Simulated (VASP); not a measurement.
# SiO2 (R-3m) in VASP: notebook

Runs on SiO2. Level: PBE+D3(BJ). Tasks: single point, relaxation of cell and atoms.

Program: VASP 6.6.1. These are calculated values, not measurements. Logs are shortened: lines on timing, memory, paths and dates and some standing lists are left out, and cuts for length are marked.

**1. The cell of the first run**

Symmetry: R-3m, No. 166, trigonal system. The conventional cell has a = 2.612 Å, b = 2.612 Å, c = 13.146 Å, α = 90.00°, β = 90.00°, γ = 120.00°. Within 2.3 Å of Si (site symmetry -3m) lie 6 O at 1.75 Å. Within 2.4 Å of O (site symmetry 3m) lie 3 Si at 1.75 Å and 3 O at 2.33 Å.

**2. Single point, PBE+D3(BJ)**

File INCAR:

```
PREC = Accurate
ENCUT = 520
EDIFF = 1E-6
ISMEAR = 0
SIGMA = 0.1
LREAL = F
LASPH = T
NELM = 60
ALGO = Normal
ISIF = 2
LWAVE = F
LCHARG = F
GGA = PE
IVDW = 12
NBANDS = 15
```

File KPOINTS:

```
Automatic mesh
0
Gamma
  6 6 6
```

File POSCAR:

```
SiO2
1.0
    1.3061937200      0.7541313000      4.3819820300
   -1.3061937200      0.7541313000      4.3819820300
    0.0000000000     -1.5082626000      4.3819820300
Si O
1 2
Direct
    0.5000000000      0.5000000000      0.5000000000
    0.9007298500      0.9007298500      0.9007298500
    0.0992701500      0.0992701500      0.0992701500
```

Potentials or basis: VASP PAW PBE potentials, release 64 (Si, O).

The run is started by

```bash
cat potpaw_PBE.64/Si/POTCAR potpaw_PBE.64/O/POTCAR > POTCAR
mpirun -np 1 vasp_std > vasp.out
```

OUTCAR:

```text
PREC = Accurate
   ENCUT = 520
   EDIFF = 1E-6
   ISMEAR = 0
   LREAL = F
   LASPH = T
   NELM = 60
   ISIF = 2
   GGA = PE
   IVDW = 12
 IVDW          = 12

 ion  position               nearest neighbor table
   1  0.500  0.500  0.500-   3 1.75   3 1.75   2 1.75   2 1.75   3 1.75   2 1.75
   2  0.901  0.901  0.901-   1 1.75   1 1.75   1 1.75
   3  0.099  0.099  0.099-   1 1.75   1 1.75   1 1.75

  LATTYP: Found a trigonal (rhomboedric) cell.
 ALAT       =     4.6342877083
 COS(alpha) =     0.8411163541

  Lattice vectors:

 A1 = (   1.3061937200,   0.7541313000,   4.3819820300)
 A2 = (  -1.3061937200,   0.7541313000,   4.3819820300)
 A3 = (   0.0000000000,  -1.5082626000,   4.3819820300)

Analysis of symmetry for initial positions (statically):
=====================================================================
 Subroutine PRICEL returns:
 Original cell was already a primitive cell.

 Routine SETGRP: Setting up the symmetry group for a
 trigonal (rhombohedral) supercell.

 Subroutine GETGRP returns: Found 12 space group operations
 (whereof 12 operations were pure point group operations)
 out of a pool of 12 trial point group operations.

The static configuration has the point symmetry D_3d.

Analysis of symmetry for dynamics (positions and initial velocities):
=====================================================================
 Subroutine PRICEL returns:
 Original cell was already a primitive cell.

 Routine SETGRP: Setting up the symmetry group for a
 trigonal (rhombohedral) supercell.

 Subroutine GETGRP returns: Found 12 space group operations
 (whereof 12 operations were pure point group operations)
 out of a pool of 12 trial point group operations.

The dynamic configuration has the point symmetry D_3d.

 Subroutine INISYM returns: Found 12 space group operations
 (whereof 12 operations are pure point group operations),
 and found     1 'primitive' translations

----------------------------------------------------------------------------------------

                                     Primitive cell

  volume of cell :      25.8986

  direct lattice vectors                    reciprocal lattice vectors
     1.306193720  0.754131300  4.381982030     0.382791612  0.221004839  0.076069078
    -1.306193720  0.754131300  4.381982030    -0.382791612  0.221004839  0.076069078
     0.000000000 -1.508262600  4.381982030     0.000000000 -0.442009678  0.076069078

  length of vectors
     4.634287708  4.634287708  4.634287710     0.448507594  0.448507594  0.448507592

  position of ions in fractional coordinates (direct lattice)
     0.500000000  0.500000000  0.500000000
     0.900729850  0.900729850  0.900729850
     0.099270150  0.099270150  0.099270150

  ion indices of the primitive-cell ions
   primitive index   ion index
                 1           1
                 2           2
                 3           3

----------------------------------------------------------------------------------------

 KPOINTS: Automatic mesh

Automatic generation of k-mesh.
 Grid dimensions read from file:
 generate k-points for:    6    6    6

 Generating k-lattice:

  Cartesian coordinates                     Fractional coordinates (reciprocal lattice)
     0.063798602  0.036834140  0.012678180     0.166666667 -0.000000000  0.000000000
    -0.063798602  0.036834140  0.012678180    -0.000000000  0.166666667  0.000000000
     0.000000000 -0.073668280  0.012678180     0.000000000  0.000000000  0.166666667

  Length of vectors
     0.074751266  0.074751266  0.074751265

  Shift w.r.t. Gamma in fractional coordinates (k-lattice)
     0.000000000  0.000000000  0.000000000

 Subroutine IBZKPT returns following result:
 ===========================================

 Found     32 irreducible k-points:

 Following reciprocal coordinates:
            Coordinates               Weight
  0.000000  0.000000  0.000000      1.000000
  0.166667 -0.000000  0.000000      6.000000
  0.333333 -0.000000  0.000000      6.000000
  0.500000  0.000000  0.000000      3.000000
  0.166667  0.166667  0.000000      6.000000
  0.333333  0.166667  0.000000     12.000000
[... 16 lines left out ...]
  0.500000  0.500000  0.166667      6.000000
 -0.333333  0.500000  0.166667     12.000000
 [... further k-points ...]
   k-points           NKPTS =     32   k-points in BZ     NKDIM =     32   number of bands    NBANDS=     15
   number of dos      NEDOS =    301   number of ions     NIONS =      3
   total plane-waves  NPLWV =  46656
   dimension x,y,z NGX =    36 NGY =   36 NGZ =   36
   dimension x,y,z NGXF=    72 NGYF=   72 NGZF=   72
   ions per type =               1   2
   NGX,Y,Z   is equivalent  to a cutoff of  12.91, 12.91, 12.91 a.u.
   NGXF,Y,Z  is equivalent  to a cutoff of  25.83, 25.83, 25.83 a.u.
 SYSTEM =  unknown system
   PREC   = accura    normal or accurate (medium, high low for compatibility)
   ISTART =      0    job   : 0-new  1-cont  2-samecut
   ICHARG =      2    charge: 1-file 2-atom 10-const
   ISPIN  =      1    spin polarized calculation?
   LNONCOLLINEAR =      F non collinear calculations
   LSORBIT =      F    spin-orbit coupling
   LASPH  =      T    aspherical Exc in radial PAW
   ENCUT  =  520.0 eV  38.22 Ry    6.18 a.u.   8.62  8.62  8.62*2*pi/ulx,y,z
   NELM   =     60;   NELMIN=  2; NELMDL= -5     # of ELM steps
   EDIFF  = 0.1E-05   stopping-criterion for ELM
   LREAL  =      F    real-space projection
   EDIFFG = 0.1E-04   stopping-criterion for IOM
   NSW    =      0    number of steps for IOM
   IBRION =     -1    ionic relax: 0-MD 1-quasi-New 2-CG
   NFREE  =      0    steps in history (QN), initial steepest desc. (CG)
   ISIF   =      2    stress and relaxation
   ISYM   =      2    0-nonsym 1-usesym 2-fastsym
   POTIM  = 0.5000    time-step for ionic-motion
   TEBEG  =    0.0;   TEEND  =   0.0 temperature during run
   PSTRESS=    0.0 pullay stress
   NELECT =      16.0000    total number of electrons
   NUPDOWN=      -1.0000    fix difference up-down
   EMIN   =  10.00;   EMAX   =-10.00  energy-range for DOS
   EFERMI =   0.00;   METHOD = LEGACY
   ISMEAR =     0;   SIGMA  =   0.10  broadening in eV -4-tet -1-fermi 0-gaus
   EFERMI_NEDOS =   21; number of points for ismear=-14 and -15
   IALGO  =     38    algorithm
   IMIX   =      4    mixing-type and parameters
     AMIX     =   0.40;   BMIX     =  1.00
     AMIX_MAG =   1.60;   BMIX_MAG =  1.00
  volume/ion in A,a.u.               =       8.63        58.26
  Fermi-wavevector in a.u.,A,eV,Ry     =   1.394299  2.634844 26.450687  1.944071
  Thomas-Fermi vector in A             =   2.517862
   LORBIT       =      0    0 simple, 1 ext, 2 COOP (PROOUT), +10 PAW based schemes
   GGA     = PE    functional components
   LHFCALC =     F    Hartree Fock is set to
   AEXX    =    0.0000 exact exchange contribution
   IVDW    =    12    specifies the selected vdW correction
   LEPSILON=     F    determine dielectric tensor
   LRPA    =     F    only Hartree local field effects (RPA)
 non-spin polarized calculation
 Gauss-broadening in eV      SIGMA  =   0.10
  energy-cutoff  :      520.00
  volume of cell :       25.90
 maximum number of plane-waves:       712
 NGX is ok and might be reduce to    36
   NGX = 17   NGY = 17   NGZ = 17

 number of electron      16.0000004 magnetization

 Free energy of the ion-electron system (eV)
  ---------------------------------------------------
  ext. energy  EPLUGINS =         0.00000000
  ---------------------------------------------------
  free energy    TOTEN  =       -22.38775332 eV

  energy without entropy =      -22.38775332  energy(sigma->0) =      -22.38775332

 E-fermi :   6.1373     XC(G=0): -11.2676

 val. band max:        5.6525372309   @ k =  -0.1667   0.1667   0.0000
 cond. band min:      12.6946009853   @ k =   0.0000   0.0000   0.0000
 fundamental gap:      7.0420637543
 Fermi energy:         6.1373383506

 k-point     1 :       0.0000    0.0000    0.0000
  band No.  band energies     occupation
      1     -17.0170      2.00000
      2     -12.5246      2.00000
      3      -0.4994      2.00000
      4       2.8666      2.00000
      5       2.8666      2.00000
      6       4.0878      2.00000
      7       4.0878      2.00000
      8       5.2897      2.00000
      9      12.6946      0.00000
     10      14.5677      0.00000
     11      19.5865      0.00000
     12      19.5865      0.00000
     13      20.3741      0.00000
     14      22.3397      0.00000
     15      22.3397      0.00000

 k-point     2 :       0.1667   -0.0000    0.0000
  band No.  band energies     occupation
      1     -16.4878      2.00000
      2     -12.3380      2.00000
      3      -0.1509      2.00000
      4       0.7131      2.00000
      5       2.2685      2.00000
      6       2.6979      2.00000
      7       4.0331      2.00000
      8       5.6413      2.00000
      9      14.2070      0.00000
     10      15.7439      0.00000
     11      17.9144      0.00000
     12      20.4236      0.00000
     13      20.5401      0.00000
     14      21.2902      0.00000
     15      23.5184      0.00000
[... 365 lines left out ...]
      3      -2.3245      2.00000
      4      -0.4133      2.00000
      5       1.3252      2.00000
      6       2.6636      2.00000
      7       3.8202      2.00000
      8       4.3901      2.00000
      9      14.4899      0.00000
     10      16.6278      0.00000
     11      18.5234      0.00000
     12      19.9608      0.00000
     13      21.4197      0.00000
     14      21.9160      0.00000
     15      23.6072      0.00000

 k-point    24 :      -0.3333    0.5000    0.1667
  band No.  band energies     occupation
      1     -13.9092      2.00000
      2     -12.4219      2.00000
      3      -2.8892      2.00000
      4      -1.3822      2.00000
      5       0.0414      2.00000
      6       2.2775      2.00000
      7       3.9879      2.00000
      8       4.2148      2.00000
      9      15.6905      0.00000
     10      17.5718      0.00000
     11      19.2646      0.00000
     12      20.0175      0.00000
     13      21.0362      0.00000
     14      21.6148      0.00000
     15      23.5812      0.00000

 [... further k-points ...]

------------------------ aborting loop because EDIFF is reached ----------------------------------------

 Edisp (eV)   -0.62644

 E8    (eV) :    -0.2108

  FORCE on cell =-STRESS in cart. coord.  units (eV):
  Direction    XX          YY          ZZ          XY          YZ          ZX
  --------------------------------------------------------------------------------------
  -------------------------------------------------------------------------------------
  Total       4.48407     4.48407     3.96746     0.00000     0.00000    -0.00000
  in kB     277.40010   277.40010   245.44072     0.00000     0.00000    -0.00000
  external pressure =      266.75 kB  Pullay stress =        0.00 kB

 VOLUME and BASIS-vectors are now :
 -----------------------------------------------------------------------------
  energy-cutoff  :      520.00
  volume of cell :       25.90
      direct lattice vectors                 reciprocal lattice vectors
     1.306193720  0.754131300  4.381982030     0.382791612  0.221004839  0.076069078
    -1.306193720  0.754131300  4.381982030    -0.382791612  0.221004839  0.076069078
     0.000000000 -1.508262600  4.381982030     0.000000000 -0.442009678  0.076069078

 POSITION                                       TOTAL-FORCE (eV/Angst)
 -----------------------------------------------------------------------------------
      0.00000      0.00000      6.57297        -0.000000      0.000000      0.000000
      0.00000      0.00000     11.84095         0.000000      0.000000      1.252526
      0.00000      0.00000      1.30500         0.000000     -0.000000     -1.252526
 -----------------------------------------------------------------------------------
    total drift:                                0.000000      0.000000      0.000000

  FREE ENERGIE OF THE ION-ELECTRON SYSTEM (eV)
  ---------------------------------------------------
  free  energy   TOTEN  =       -23.0141929095 eV

  energy  without entropy=      -23.0141929095  energy(sigma->0) =      -23.01419291
```

It took 22 s on 1 thread of Intel Xeon Platinum 8488C (Sapphire Rapids), shared host; peak memory 0.2 GiB.

Results:

```
Free energy                : -23.0142 eV
Pressure                   : 26.7 GPa
Largest force              : 1.253 eV/Å
Band gap on the k mesh     : 7.04 eV (least direct gap 7.40 eV)
Dispersion energy per atom : -0.209 eV
```

Forces in eV/Å, atoms in the order of the input:
```
Si   0.000  0.000  0.000
O    0.000  0.000  1.253
O    0.000  0.000 -1.253
```

Caveat: the k points lie up to 0.47 Å⁻¹ apart; forces of over 1 eV/Å act on the atoms, so gaps and moduli don't describe the material at rest.

**3. Single point, PBE+D3(BJ)**

This run uses another cell than the first one, of 10.15 Å³/atom.

File INCAR:

```
SYSTEM = SiO2
PREC = Accurate
ENCUT = 520
EDIFF = 1E-6
ISMEAR = 0
SIGMA = 0.1
LREAL = .False.
LASPH = .True.
NELM = 60
ALGO = Normal
ISIF = 2
LWAVE = .False.
LCHARG = .False.
GGA = PE
IVDW = 12
NBANDS = 15
```

File KPOINTS:

```
Automatic mesh
0
Gamma
  6 6 6
  0 0 0
```

File POSCAR:

```
SiO2
1.0
    1.3428855362      0.7753153258      4.8759929341
   -1.3428855362      0.7753153258      4.8759929341
    0.0000000000     -1.5506306516      4.8759929341
Si O
1 2
Direct
    0.5000000000      0.5000000000      0.5000000000
    0.8959627055      0.8959627055      0.8959627055
    0.1040372945      0.1040372945      0.1040372945
```

Potentials or basis: VASP PAW PBE potentials, release 64 (Si, O).

The run is started by

```bash
cat potpaw_PBE.64/Si/POTCAR potpaw_PBE.64/O/POTCAR > POTCAR
mpirun -np 1 vasp_std > vasp.out
```

Run time: 34 s. Hardware: 1 thread of Intel Xeon Platinum 8488C (Sapphire Rapids), shared host; peak memory 0.22 GiB.

Results (log left out):

```
Free energy                : -23.2578 eV
Pressure                   : 0.5 GPa
Largest force              : 0.014 eV/Å
Band gap on the k mesh     : 6.19 eV (least direct gap 6.55 eV)
Dispersion energy per atom : -0.175 eV
```

Forces on the atoms (eV/Å):
```
Si   0.000  0.000  0.000
O    0.000  0.000  0.014
O    0.000  0.000 -0.014
```

Stress tensor (GPa, compression positive):
```
0.75 0.00 0.00
0.00 0.75 0.00
0.00 0.00 0.10
```

Levels at points of the mesh, in eV from the valence-band top:
| k point | band 5 | band 6 | band 7 | band 8 | band 9 | band 10 | band 11 | band 12 |
| --- | --- | --- | --- | --- | --- | --- | --- | --- |
| (0.00, 0.00, 0.00) | -2.23 | -1.17 | -1.17 | -0.36 | 6.19 | 8.36 | 12.69 | 13.26 |
| (0.50, 0.00, 0.00) | -4.00 | -2.11 | -1.61 | -0.87 | 7.80 | 9.98 | 11.92 | 14.64 |
| (0.50, 0.50, 0.00) | -4.02 | -1.74 | -1.57 | -1.35 | 7.85 | 10.47 | 13.02 | 14.14 |
| (0.50, 0.50, 0.50) | -2.25 | -1.37 | -1.15 | -1.15 | 7.05 | 8.18 | 11.77 | 13.25 |

Caveat: the k points lie up to 0.46 Å⁻¹ apart.

**4. Relaxation of cell and atoms, PBE+D3(BJ)**

File INCAR:

```
PREC = Accurate ; ENCUT = 600
EDIFF = 1E-6 ; ISMEAR = 0
SIGMA = 0.1 ; LREAL = F
LASPH = T ; NELM = 80
ALGO = Normal ; ISIF = 3
LWAVE = F ; LCHARG = F
GGA = PE ; IVDW = 12
IBRION = 2 ; NSW = 90
EDIFFG = -0.04
```

File KPOINTS:

```
regular mesh
0
Gamma
  6 6 6
```

File POSCAR:

```
SiO2
1.0
    1.3061937200      0.7541313000      4.3819820300
   -1.3061937200      0.7541313000      4.3819820300
    0.0000000000     -1.5082626000      4.3819820300
Si O
1 2
Direct
    0.5000000000      0.5000000000      0.5000000000
    0.9007298500      0.9007298500      0.9007298500
    0.0992701500      0.0992701500      0.0992701500
```

The run is started by

```bash
cat potpaw_PBE.64/Si/POTCAR potpaw_PBE.64/O/POTCAR > POTCAR
mpirun -np 1 vasp_std > vasp.out
```

It took 3 min on 1 thread of Intel Xeon Platinum 8488C (Sapphire Rapids), shared host; peak memory 0.26 GiB.

Results (log left out):

```yaml
Free_energy: -23.2520 eV
Relaxed_volume: 10.08 Å³/atom
Relaxed_cell: a = 5.068 Å, b = 5.068 Å, c = 5.068 Å, α = 30.79°, β = 30.79°, γ = 30.79°
Space_group_after_relaxing_to_0.1_Å: R-3m (No. 166)
Energy_gained_by_relaxing: 76.7 meV/atom
Ionic_steps: 12
Pressure_after_relaxing: -0.2 GPa
Largest_force_after_relaxing: 0.013 eV/Å
Band_gap_on_the_k_mesh: 6.10 eV (least direct gap 6.45 eV)
Dispersion_energy_per_atom: -0.177 eV
```

Forces on the atoms (eV/Å):
```
Si   0.000  0.000  0.000
O    0.000  0.000 -0.013
O    0.000  0.000  0.013
```

Stress tensor (GPa, compression positive):
```
-0.48  0.00  0.00
 0.00 -0.48  0.00
 0.00  0.00  0.30
```

Step by step:
```csv
step,energy change (eV),largest force (eV/Å),pressure (GPa),volume (Å³)
1,0.0000,1.2488,26.31,25.90
2,0.2972,2.7917,-25.39,31.58
3,-0.1680,0.6440,1.19,27.84
4,-0.1684,0.5884,1.85,27.77
5,-0.1940,0.2590,0.60,28.37
6,-0.2028,0.0676,-0.48,29.02
7,-0.2215,0.0641,0.78,29.35
8,-0.2233,0.0322,3.40,29.89
9,-0.2269,0.0562,2.29,29.67
10,-0.2255,0.3619,-2.54,30.57
11,-0.2292,0.1277,0.11,30.06
12,-0.2301,0.0132,-0.22,30.25
```

Final structure:
```
Si O
1.0
     1.34544    0.77679    4.82378
    -1.34544    0.77679    4.82378
     0.00000   -1.55358    4.82378
Si O
1 2
Direct
  0.50000 0.50000 0.50000
  0.89656 0.89656 0.89656
  0.10344 0.10344 0.10344
```

Levels at points of the mesh, in eV from the valence-band top:
| k point | band 6 | band 7 | band 8 | band 9 | band 10 | band 11 |
| --- | --- | --- | --- | --- | --- | --- |
| (0.00, 0.00, 0.00) | -1.22 | -1.22 | -0.35 | 6.10 | 8.28 | 12.83 |
| (0.50, 0.00, 0.00) | -2.15 | -1.65 | -0.87 | 7.72 | 9.90 | 11.88 |
| (0.50, 0.50, 0.00) | -1.75 | -1.60 | -1.40 | 7.77 | 10.42 | 13.01 |
| (0.50, 0.50, 0.50) | -1.43 | -1.19 | -1.19 | 6.97 | 8.09 | 11.91 |

Caveat: the k points lie up to 0.46 Å⁻¹ apart in the final cell; the volume moved by over 15 % at a fixed basis, so the end points are rough. A k mesh can miss the band edges.

**5. Single point, PBE+D3(BJ)**

This run uses another cell than the first one, of 10.20 Å³/atom.

File INCAR:

```
SYSTEM = SiO2
ALGO     = Normal         ! electronic algorithm
EDIFF    = 1E-6           ! SCF threshold, eV
ENCUT    = 520            ! plane-wave cutoff, eV
GGA      = PE             ! functional
ISIF     = 2              ! what is computed and relaxed
ISMEAR   = 0              ! smearing method
IVDW     = 12             ! dispersion correction
LASPH    = .True.         ! aspherical terms in the spheres
LCHARG   = .True.         ! write CHGCAR
LELF     = .True.         ! ELF
LREAL    = .False.        ! projectors in reciprocal space
LVHAR    = .True.       
LWAVE    = .False.        ! write WAVECAR
NBANDS   = 15             ! bands
NELM     = 80             ! most SCF steps
PREC     = Accurate       ! precision mode
SIGMA    = 0.02           ! smearing width, eV
```

File KPOINTS:

```
k-points
0
Gamma
  12 12 12
  0 0 0
```

File POSCAR:

```
SiO2
1.0
    1.3427605938      0.7752431903      4.9005042818
   -1.3427605938      0.7752431903      4.9005042818
    0.0000000000     -1.5504863806      4.9005042818
Si O
1 2
Direct
    0.5000000000      0.5000000000      0.5000000000
    0.8956706934      0.8956706934      0.8956706934
    0.1043293066      0.1043293066      0.1043293066
```

The run is started by

```bash
cat potpaw_PBE.64/Si/POTCAR potpaw_PBE.64/O/POTCAR > POTCAR
mpirun -np 1 vasp_std > vasp.out
```

Run time: 2.8 min. Hardware: 1 thread of Intel Xeon Platinum 8488C (Sapphire Rapids), shared host; peak memory 0.27 GiB.

It converged, with:

```
Free energy                : -23.2586 eV
Pressure                   : 0.5 GPa
Largest force              : 0.016 eV/Å
Band gap on the k mesh     : 6.18 eV (least direct gap 6.57 eV)
Dispersion energy per atom : -0.175 eV
```

Forces on the atoms (eV/Å):
```
Si   0.000  0.000  0.000
O    0.000  0.000  0.016
O    0.000  0.000 -0.016
```

Stress tensor (GPa, compression positive):
```
 0.79  0.00  0.00
 0.00  0.79  0.00
 0.00  0.00 -0.08
```

Levels at points of the mesh, in eV from the valence-band top:
```
           k point  band 6  band 7  band 8  band 9  band 10  band 11
(0.00, 0.00, 0.00)   -1.18   -1.18   -0.40    6.18     8.34    12.58
(0.50, 0.00, 0.00)   -2.11   -1.63   -0.90    7.79     9.97    11.91
(0.50, 0.50, 0.00)   -1.77   -1.59   -1.36    7.84    10.45    12.99
(0.50, 0.50, 0.50)   -1.37   -1.16   -1.16    7.03     8.17    11.67
```

A k mesh can miss the band edges.

(Part 1 of 2 ends here.)
